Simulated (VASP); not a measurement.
Runs of VASP 6.6.1 on Si. The structure is that of space group Im-3m (No. 229), or close to it. The cells are those of the table. 

```tsv
cell	gap on the mesh (eV)	pressure (GPa)
a = 2.711 Å, angles 70.5, 109.5, 70.5°, 1 atom	none	-8.8
a = 2.471 Å, angles 70.5, 109.5, 70.5°, 1 atom	none	28.8
a = 2.561 Å, angles 70.5, 109.5, 70.5°, 1 atom	none	9.2
a = 2.627 Å, angles 70.5, 109.5, 70.5°, 1 atom	none	(a)
a = 2.511 Å, angles 70.5, 109.5, 70.5°, 1 atom	none	(b)
```

Alike in all rows: task single point; level PBE+D3(BJ); potentials or basis VASP PAW PBE potentials, release 64 (Si); no spin polarisation; k mesh 8 × 8 × 8; cutoff (eV) 500; smearing gaussian 0.1 eV.

Fill in the values left out.

(a) -0.6; (b) 19.0.

Caveats: some runs use coarse meshes; three body term missing; pairwise dispersion overbinds metals, which lowers pressure and volume.

A gap of «none» marks levels without a gap at the run's occupations.
